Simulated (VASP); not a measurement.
# BN in VASP: single point with r2SCAN+rVV10

Aim: the single point of BN with r2SCAN+rVV10.

Everything below comes from runs of VASP 6.6.1. Logs are shortened: lines on timing, memory, paths and dates and some standing lists are left out, and cuts for length are marked.

### Step 1. The cell of the first run

The cell holds a sheet with vacuum, 16 atoms: a = 2.501 Å, b = 2.501 Å, c = 40.106 Å, α = 90.00°, β = 90.00°, γ = 120.00°.

### Step 2. Single point, r2SCAN+rVV10

POSCAR

```
BN
1.0
    2.5005496479      0.0000000000      0.0000000000
   -1.2502748239      2.1655395185      0.0000000000
    0.0000000000      0.0000000000     40.1057043818
B N
8 8
Direct
    0.3333333333      0.6666666667      0.0399180371
    0.3333333333      0.6666666667      0.2033172484
    0.3333333333      0.6666666667      0.3661801734
    0.3333333333      0.6666666667      0.5291134694
    0.6666666667      0.3333333333      0.1218090062
    0.6666666667      0.3333333333      0.2847423022
    0.6666666667      0.3333333333      0.4476052272
    0.6666666667      0.3333333333      0.6110044385
    0.6666666667      0.3333333333      0.0398649324
    0.6666666667      0.3333333333      0.2033162505
    0.6666666667      0.3333333333      0.3661800977
    0.6666666667      0.3333333333      0.5291161033
    0.3333333333      0.6666666667      0.1218063723
    0.3333333333      0.6666666667      0.2847423779
    0.3333333333      0.6666666667      0.4476062251
    0.3333333333      0.6666666667      0.6110575432
```

INCAR.step1

```
PREC     = Accurate       # precision mode
ENCUT    = 580            # plane-wave cutoff, eV
ISMEAR   = 0              # smearing method
SIGMA    = 0.01           # smearing width, eV
LREAL    = F              # projectors in reciprocal space
LASPH    = T              # aspherical terms in the spheres
NELM     = 120            # most SCF steps
NBANDS   = 46             # bands
GGA      = PE             # functional
ALGO     = Normal         # electronic algorithm
EDIFF    = 1E-5           # SCF threshold, eV
LWAVE    = T              # write WAVECAR
LCHARG   = F              # write CHGCAR
GGA_COMPAT= F            
NELMDL   = -8
```

INCAR.step2

```
PREC     = Accurate       # precision mode
ENCUT    = 580            # plane-wave cutoff, eV
EDIFF    = 1E-6           # SCF threshold, eV
ISMEAR   = 0              # smearing method
SIGMA    = 0.01           # smearing width, eV
LREAL    = F              # projectors in reciprocal space
LASPH    = T              # aspherical terms in the spheres
NELM     = 120            # most SCF steps
ALGO     = Normal         # electronic algorithm
ISIF     = 2              # what is computed and relaxed
LWAVE    = F              # write WAVECAR
LCHARG   = F              # write CHGCAR
METAGGA  = R2SCAN         # meta-GGA
LMIXTAU  = T            
LUSE_VDW = T            
IVDW_NL  = 2            
BPARAM   = 11.95        
CPARAM   = 0.0093       
NBANDS   = 46             # bands
ISTART   = 1            
GGA_COMPAT= F
```

KPOINTS

```
regular mesh
0
Gamma
  12 12 1
```

Potentials or basis: VASP PAW PBE potentials, release 64 (B, N).

Launch:

```
$ cat potpaw_PBE.64/B/POTCAR potpaw_PBE.64/N/POTCAR > POTCAR
$ cp INCAR.step1 INCAR
$ mpirun -np 1 vasp_std > vasp.out
$ cp INCAR.step2 INCAR
$ mpirun -np 1 vasp_std > vasp.out
```

OUTCAR:

```text
PREC = Accurate
   ENCUT = 580
   EDIFF = 1E-6
   ISMEAR = 0
   LREAL = F
   LASPH = T
   NELM = 120
   ISIF = 2
   METAGGA = R2SCAN
   IVDW_NL = 2
   BPARAM = 11.95
   ISTART = 1

 ion  position               nearest neighbor table
   1  0.333  0.667  0.040-   9 1.44   9 1.44   9 1.44
   2  0.333  0.667  0.203-  10 1.44  10 1.44  10 1.44
   3  0.333  0.667  0.366-  11 1.44  11 1.44  11 1.44
   4  0.333  0.667  0.529-  12 1.44  12 1.44  12 1.44
   5  0.667  0.333  0.122-  13 1.44  13 1.44  13 1.44
   6  0.667  0.333  0.285-  14 1.44  14 1.44  14 1.44
[... 8 lines left out ...]
  15  0.333  0.667  0.448-   7 1.44   7 1.44   7 1.44
  16  0.333  0.667  0.611-   8 1.44   8 1.44   8 1.44

  LATTYP: Found a hexagonal cell.
 ALAT       =     2.5005496479
 C/A-ratio  =    16.0387554854

  Lattice vectors:

 A1 = (   2.5005496479,   0.0000000000,   0.0000000000)
 A2 = (  -1.2502748239,   2.1655395185,   0.0000000000)
 A3 = (   0.0000000000,   0.0000000000,  40.1057043818)

Analysis of symmetry for initial positions (statically):
=====================================================================
 Subroutine PRICEL returns:
 Original cell was already a primitive cell.

 Routine SETGRP: Setting up the symmetry group for a
 hexagonal supercell.

 Subroutine GETGRP returns: Found 12 space group operations
 (whereof  6 operations were pure point group operations)
 out of a pool of 24 trial point group operations.

The static configuration has the point symmetry C_3v.
 The point group associated with its full space group is D_3d.

Analysis of symmetry for dynamics (positions and initial velocities):
=====================================================================
 Subroutine PRICEL returns:
 Original cell was already a primitive cell.

 Routine SETGRP: Setting up the symmetry group for a
 hexagonal supercell.

 Subroutine GETGRP returns: Found 12 space group operations
 (whereof  6 operations were pure point group operations)
 out of a pool of 24 trial point group operations.

The dynamic configuration has the point symmetry C_3v.
 The point group associated with its full space group is D_3d.

 Subroutine INISYM returns: Found 12 space group operations
 (whereof  6 operations are pure point group operations),
 and found     1 'primitive' translations

----------------------------------------------------------------------------------------

                                     Primitive cell

  volume of cell :     217.1740

  direct lattice vectors                    reciprocal lattice vectors
     2.500549648  0.000000000  0.000000000     0.399912076  0.230889345  0.000000000
    -1.250274824  2.165539519  0.000000000     0.000000000  0.461778689  0.000000000
     0.000000000  0.000000000 40.105704382     0.000000000  0.000000000  0.024934109

  length of vectors
     2.500549648  2.500549648 40.105704382     0.461778689  0.461778689  0.024934109

  position of ions in fractional coordinates (direct lattice)
     0.333333333  0.666666667  0.039918037
     0.333333333  0.666666667  0.203317248
     0.333333333  0.666666667  0.366180173
     0.333333333  0.666666667  0.529113469
     0.666666667  0.333333333  0.121809006
     0.666666667  0.333333333  0.284742302
[... 8 lines left out ...]
     0.333333333  0.666666667  0.447606225
     0.333333333  0.666666667  0.611057543

  ion indices of the primitive-cell ions
   primitive index   ion index
                 1           1
                 2           2
                 3           3
                 4           4
                 5           5
                 6           6
[... 8 lines left out ...]
                15          15
                16          16

----------------------------------------------------------------------------------------

 KPOINTS: regular mesh

Automatic generation of k-mesh.
 Grid dimensions read from file:
 generate k-points for:   12   12    1

 Generating k-lattice:

  Cartesian coordinates                     Fractional coordinates (reciprocal lattice)
     0.033326006  0.019240779  0.000000000     0.083333333  0.000000000  0.000000000
     0.000000000  0.038481557  0.000000000     0.000000000  0.083333333  0.000000000
     0.000000000  0.000000000  0.024934109     0.000000000  0.000000000  1.000000000

  Length of vectors
     0.038481557  0.038481557  0.024934109

  Shift w.r.t. Gamma in fractional coordinates (k-lattice)
     0.000000000  0.000000000  0.000000000

 Subroutine IBZKPT returns following result:
 ===========================================

 Found     19 irreducible k-points:

 Following reciprocal coordinates:
            Coordinates               Weight
  0.000000  0.000000  0.000000      1.000000
  0.083333  0.000000  0.000000      6.000000
  0.166667  0.000000  0.000000      6.000000
  0.250000  0.000000  0.000000      6.000000
  0.333333  0.000000  0.000000      6.000000
  0.416667  0.000000  0.000000      6.000000
[... 11 lines left out ...]
  0.333333  0.250000  0.000000     12.000000
  0.333333  0.333333  0.000000      2.000000
   k-points           NKPTS =     19   k-points in BZ     NKDIM =     19   number of bands    NBANDS=     46
   number of dos      NEDOS =    301   number of ions     NIONS =     16
   total plane-waves  NPLWV = 128000
   dimension x,y,z NGX =    20 NGY =   20 NGZ =  320
   dimension x,y,z NGXF=    40 NGYF=   40 NGZF=  640
   ions per type =               8   8
   NGX,Y,Z   is equivalent  to a cutoff of  13.30, 13.30, 13.26 a.u.
   NGXF,Y,Z  is equivalent  to a cutoff of  26.59, 26.59, 26.53 a.u.
 SYSTEM =  unknown system
   PREC   = accura    normal or accurate (medium, high low for compatibility)
   ISTART =      1    job   : 0-new  1-cont  2-samecut
   ICHARG =      0    charge: 1-file 2-atom 10-const
   ISPIN  =      1    spin polarized calculation?
   LNONCOLLINEAR =      F non collinear calculations
   LSORBIT =      F    spin-orbit coupling
   LASPH  =      T    aspherical Exc in radial PAW
   ENCUT  =  580.0 eV  42.63 Ry    6.53 a.u.   4.91  4.91 78.75*2*pi/ulx,y,z
   NELM   =    120;   NELMIN=  2; NELMDL=  0     # of ELM steps
   EDIFF  = 0.1E-05   stopping-criterion for ELM
   LREAL  =      F    real-space projection
   EDIFFG = 0.1E-04   stopping-criterion for IOM
   NSW    =      0    number of steps for IOM
   IBRION =     -1    ionic relax: 0-MD 1-quasi-New 2-CG
   NFREE  =      0    steps in history (QN), initial steepest desc. (CG)
   ISIF   =      2    stress and relaxation
   ISYM   =      2    0-nonsym 1-usesym 2-fastsym
   POTIM  = 0.5000    time-step for ionic-motion
   TEBEG  =    0.0;   TEEND  =   0.0 temperature during run
   PSTRESS=    0.0 pullay stress
   NELECT =      64.0000    total number of electrons
   NUPDOWN=      -1.0000    fix difference up-down
   EMIN   =  10.00;   EMAX   =-10.00  energy-range for DOS
   EFERMI =   0.00;   METHOD = LEGACY
   ISMEAR =     0;   SIGMA  =   0.01  broadening in eV -4-tet -1-fermi 0-gaus
   EFERMI_NEDOS =   21; number of points for ismear=-14 and -15
   IALGO  =     38    algorithm
   IMIX   =      4    mixing-type and parameters
     AMIX     =   0.40;   BMIX     =  1.00
     AMIX_MAG =   1.60;   BMIX_MAG =  1.00
  volume/ion in A,a.u.               =      13.57        91.60
  Fermi-wavevector in a.u.,A,eV,Ry     =   1.089429  2.058722 16.148148  1.186855
  Thomas-Fermi vector in A             =   2.225632
   LORBIT       =      0    0 simple, 1 ext, 2 COOP (PROOUT), +10 PAW based schemes
   METAGGA = R2SCAN    functional components
   LHFCALC =     F    Hartree Fock is set to
   AEXX    =    0.0000 exact exchange contribution
   IVDW_NL    =     2    kernel type
   BPARAM     =11.9500
   IVDW    =     0    specifies the selected vdW correction
   LEPSILON=     F    determine dielectric tensor
   LRPA    =     F    only Hartree local field effects (RPA)
 non-spin polarized calculation
 Gauss-broadening in eV      SIGMA  =   0.01
  energy-cutoff  :      580.00
  volume of cell :      217.17
 maximum number of plane-waves:      7005
 NGX is ok and might be reduce to    20
   NGX =  9   NGY =  9   NGZ =157

 number of electron      63.9999995 magnetization

 Free energy of the ion-electron system (eV)
  ---------------------------------------------------
  ext. energy  EPLUGINS =         0.00000000
  ---------------------------------------------------
  free energy    TOTEN  =      -152.84761447 eV

  energy without entropy =     -152.84761447  energy(sigma->0) =     -152.84761447

 E-fermi :  -0.6400     XC(G=0):  -7.2747

 val. band max:       -0.7054609599   @ k =   0.3333   0.3333   0.0000
 cond. band min:       4.1059163674   @ k =   0.5000   0.0000   0.0000
 fundamental gap:      4.8113773273
 Fermi energy:        -0.6400214451

 k-point     1 :       0.0000    0.0000    0.0000
  band No.  band energies     occupation
      1     -19.5589      2.00000
      2     -19.5259      2.00000
      3     -19.4789      2.00000
      4     -19.4240      2.00000
      5     -19.3672      2.00000
      6     -19.3154      2.00000
[... 36 lines left out ...]
     43       9.1481      0.00000
     44      10.0349      0.00000

 k-point     2 :       0.0833    0.0000    0.0000
  band No.  band energies     occupation
      1     -19.4166      2.00000
      2     -19.3841      2.00000
      3     -19.3377      2.00000
      4     -19.2836      2.00000
      5     -19.2276      2.00000
      6     -19.1766      2.00000
[... 36 lines left out ...]
     43       9.2875      0.00000
     44      10.1106      0.00000

 k-point     3 :       0.1667    0.0000    0.0000
  band No.  band energies     occupation
      1     -18.9979      2.00000
      2     -18.9666      2.00000
      3     -18.9222      2.00000
      4     -18.8704      2.00000
      5     -18.8169      2.00000
      6     -18.7684      2.00000
[... 741 lines left out ...]
     43      11.5858      0.00000
     44      11.9445      0.00000

 k-point    19 :       0.3333    0.3333    0.0000
  band No.  band energies     occupation
      1     -15.6162      2.00000
      2     -15.6162      2.00000
      3     -15.6157      2.00000
      4     -15.6157      2.00000
      5     -15.6135      2.00000
      6     -15.6135      2.00000
[... 36 lines left out ...]
     43      11.0286      0.00000
     44      11.5189      0.00000
 [bands above 44 left out]

------------------------ aborting loop because EDIFF is reached ----------------------------------------

  FORCE on cell =-STRESS in cart. coord.  units (eV):
  Direction    XX          YY          ZZ          XY          YZ          ZX
  --------------------------------------------------------------------------------------
  -------------------------------------------------------------------------------------
  Total        0.6626224      0.6626224     -0.1722586      0.0000000      0.0000000      0.0000000
  in kB        4.8884248      4.8884248     -1.2708189      0.0000000      0.0000000      0.0000000
  external PRESSURE =       2.8353436 kB  Pullay stress =       0.0000000 kB

 VOLUME and BASIS-vectors are now :
 -----------------------------------------------------------------------------
  energy-cutoff  :      580.00
  volume of cell :      217.17
      direct lattice vectors                 reciprocal lattice vectors
     2.500549648  0.000000000  0.000000000     0.399912076  0.230889345  0.000000000
    -1.250274824  2.165539519  0.000000000     0.000000000  0.461778689  0.000000000
     0.000000000  0.000000000 40.105704382     0.000000000  0.000000000  0.024934109

 POSITION                                       TOTAL-FORCE (eV/Angst)
 -----------------------------------------------------------------------------------
     -0.00000      1.44369      1.60094         0.000000     -0.000000      0.001256
     -0.00000      1.44369      8.15418        -0.000000     -0.000000     -0.000282
     -0.00000      1.44369     14.68591        -0.000000      0.000000     -0.000298
     -0.00000      1.44369     21.22047        -0.000000     -0.000000     -0.000190
      1.25027      0.72185      4.88524         0.000000      0.000000      0.000190
      1.25027      0.72185     11.41979         0.000000     -0.000000      0.000298
[... 8 lines left out ...]
     -0.00000      1.44369     17.95156         0.000000     -0.000000     -0.000133
     -0.00000      1.44369     24.50689         0.000000     -0.000000     -0.000222
 -----------------------------------------------------------------------------------
    total drift:                               -0.000000      0.000000      0.000001

  FREE ENERGIE OF THE ION-ELECTRON SYSTEM (eV)
  ---------------------------------------------------
  free  energy   TOTEN  =      -152.8476144723 eV

  energy  without entropy=     -152.8476144723  energy(sigma->0) =     -152.84761447
```

Run time: 28 min. Hardware: 1 thread of Oxide Virtual Turin-like, shared host; peak memory 0.89 GiB.

Results:

| Property | Result |
| --- | --- |
| Free energy | -152.8476 eV |
| Band gap on the k mesh | 4.81 eV (least direct gap 5.26 eV) |

Caveat: the PAW data sets were made with another functional, which shifts forces and pressure a little.
